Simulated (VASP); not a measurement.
# Fe (P6_3/mmc) in VASP: settings compared, part 2 of 2

VASP 6.6.1. The steps go on from the part before.

## Step 4: Single point, PBEsol, collinear spin, ferromagnetic start

This run uses another cell than the first one, of 9.27 Å³/atom, 0.904 times its volume.

The input, INCAR:

```
SYSTEM = Fe
PREC = Accurate
ENCUT = 520
EDIFF = 1E-6
ISMEAR = -1
SIGMA = 0.05
LREAL = .FALSE.
LASPH = .TRUE.
NELM = 150
ALGO = Fast
ISIF = 2
LWAVE = .FALSE.
LCHARG = .FALSE.
ISPIN = 2
MAGMOM = 3 3
LORBIT = 11
LMAXMIX = 4
GGA = PS
NBANDS = 19
```

The input, KPOINTS:

```
Automatic mesh
0
G
  12 12 7
  0 0 0
```

The input, POSCAR:

```
Fe
1.0
    2.3844669570      0.0000000000      0.0000000000
   -1.1922334785      2.0650089592      0.0000000000
    0.0000000000      0.0000000000      3.7635056374
Fe
2
Direct
    0.6666666667      0.3333333333      0.7500000000
    0.3333333333      0.6666666667      0.2500000000
```

Potentials or basis: VASP PAW PBE potentials, release 64 (Fe).

Run with:

```console
$ cat potpaw_PBE.64/Fe/POTCAR > POTCAR
$ mpirun -np 1 vasp_std > vasp.out
```

OUTCAR:

```text
SYSTEM = Fe
   PREC = Accurate
   ENCUT = 520
   EDIFF = 1E-6
   ISMEAR = -1
   LREAL = .FALSE.
   LASPH = .TRUE.
   NELM = 150
   ISIF = 2
   ISPIN = 2
   LORBIT = 11
   GGA = PS

 ion  position               nearest neighbor table
   1  0.667  0.333  0.750-   2 2.33   2 2.33   2 2.33   2 2.33   2 2.33   2 2.33
   2  0.333  0.667  0.250-   1 2.33   1 2.33   1 2.33   1 2.33   1 2.33   1 2.33

  LATTYP: Found a hexagonal cell.
 ALAT       =     2.3844669570
 C/A-ratio  =     1.5783425417

  Lattice vectors:

 A1 = (   2.3844669570,   0.0000000000,   0.0000000000)
 A2 = (  -1.1922334785,   2.0650089592,   0.0000000000)
 A3 = (   0.0000000000,   0.0000000000,   3.7635056374)

Analysis of symmetry for initial positions (statically):
=====================================================================
 Subroutine PRICEL returns:
 Original cell was already a primitive cell.

 Routine SETGRP: Setting up the symmetry group for a
 hexagonal supercell.

 Subroutine GETGRP returns: Found 24 space group operations
 (whereof 12 operations were pure point group operations)
 out of a pool of 24 trial point group operations.

The static configuration has the point symmetry D_3d.
 The point group associated with its full space group is D_6h.

Analysis of symmetry for dynamics (positions and initial velocities):
=====================================================================
 Subroutine PRICEL returns:
 Original cell was already a primitive cell.

 Routine SETGRP: Setting up the symmetry group for a
 hexagonal supercell.

 Subroutine GETGRP returns: Found 24 space group operations
 (whereof 12 operations were pure point group operations)
 out of a pool of 24 trial point group operations.

The dynamic configuration has the point symmetry D_3d.
 The point group associated with its full space group is D_6h.

Analysis of structural, dynamic, and magnetic symmetry:
=====================================================================
 Subroutine PRICEL returns:
 Original cell was already a primitive cell.

[... 147 lines left out ...]
 number of electron      16.0000000 magnetization       0.0028965

 number of electron      16.0000000 magnetization      -0.0003168

 Free energy of the ion-electron system (eV)
  ---------------------------------------------------
  ext. energy  EPLUGINS =         0.00000000
  ---------------------------------------------------
  free energy    TOTEN  =       -17.81878806 eV

  energy without entropy =      -17.80100522  energy(sigma->0) =      -17.80989664

 E-fermi :   7.9079     XC(G=0): -14.5173

 val. band max:        7.9060705489   @ k =   0.3333   0.2500   0.2857
 cond. band min:       7.9306402789   @ k =   0.4167   0.0833   0.4286
 fundamental gap:      0.0245697300
 Fermi energy:         7.9079071716

 spin component 1

 k-point     1 :       0.0000    0.0000    0.0000
  band No.  band energies     occupation
      1      -1.6409      1.00000
      2       2.3131      1.00000
      3       5.9674      1.00000
      4       5.9674      1.00000
      5       6.1347      1.00000
      6       6.5149      1.00000
[... 517 lines left out ...]
     18      32.9102      0.00000
     19      35.1574      0.00000

 [... further k-points ...]

 spin component 2

 k-point     1 :       0.0000    0.0000    0.0000
  band No.  band energies     occupation
      1      -1.6409      1.00000
      2       2.3131      1.00000
      3       5.9673      1.00000
      4       5.9673      1.00000
      5       6.1345      1.00000
      6       6.5147      1.00000
[... 517 lines left out ...]
     18      32.9102      0.00000
     19      35.1569      0.00000

 [... further k-points ...]
[... 5 lines left out ...]
  --------------------------------------------------------------------------------------
  -------------------------------------------------------------------------------------
  Total        2.2682564      2.2682564      2.5946292      0.0000000     -0.0000000      0.0000000
  in kB      196.1087179    196.1087179    224.3262314      0.0000000     -0.0000000      0.0000000
  external PRESSURE =     205.5145557 kB  Pullay stress =       0.0000000 kB

 VOLUME and BASIS-vectors are now :
 -----------------------------------------------------------------------------
  energy-cutoff  :      520.00
  volume of cell :       18.53
      direct lattice vectors                 reciprocal lattice vectors
     2.384466957  0.000000000  0.000000000     0.419380943  0.242129700  0.000000000
    -1.192233478  2.065008959  0.000000000     0.000000000  0.484259400  0.000000000
     0.000000000  0.000000000  3.763505637     0.000000000  0.000000000  0.265709712

 POSITION                                       TOTAL-FORCE (eV/Angst)
 -----------------------------------------------------------------------------------
      1.19223      0.68834      2.82263         0.000000     -0.000000      0.000000
     -0.00000      1.37667      0.94088        -0.000000      0.000000      0.000000
 -----------------------------------------------------------------------------------
    total drift:                                0.000000     -0.000000     -0.000000

  FREE ENERGIE OF THE ION-ELECTRON SYSTEM (eV)
  ---------------------------------------------------
  free  energy   TOTEN  =       -17.8187880622 eV

  energy  without entropy=      -17.8010052202  energy(sigma->0) =      -17.80989664

 total charge

# of ion       s       p       d       tot
------------------------------------------
    1        0.590   0.745   6.449   7.784
    2        0.590   0.745   6.449   7.784
--------------------------------------------------
tot          1.179   1.489  12.899  15.567

 magnetization (x)

# of ion       s       p       d       tot
------------------------------------------
    1        0.000   0.000  -0.000  -0.000
    2        0.000   0.000  -0.000  -0.000
--------------------------------------------------
tot          0.000   0.000  -0.000  -0.000
```

Run time: 24 s. Hardware: 1 thread of Intel Xeon 6975P-C (Granite Rapids), shared host; peak memory 0.16 GiB.

What came out:

```yaml
Free_energy: -17.8188 eV
Pressure: 20.6 GPa
Band_gap_on_the_k_mesh: zero (filled and empty bands overlap)
Net_moment: 0.00 μB per cell
Valence_electrons_inside_the_program's_atomic_spheres: Fe 7.78
```

Levels at points of the mesh, in eV from the Fermi level:
Spin up:
| k point | band 6 | band 7 | band 8 | band 9 | band 10 | band 11 |
| --- | --- | --- | --- | --- | --- | --- |
| (0.00, 0.00, 0.00) | -1.39 | -1.39 | -1.00 | -1.00 | 0.55 | 0.80 |
| (0.50, 0.00, 0.00) | -1.76 | -1.24 | 0.92 | 1.18 | 1.23 | 2.99 |
Spin down:
```csv
k point,band 6,band 7,band 8,band 9,band 10,band 11
"(0.00, 0.00, 0.00)",-1.39,-1.39,-1.00,-1.00,0.55,0.80
"(0.50, 0.00, 0.00)",-1.76,-1.24,0.92,1.18,1.23,2.99
```

Caveat: the starting moments collapsed, and a magnetic state may lie lower; the PAW data sets were made with another functional, which shifts forces and pressure a little.
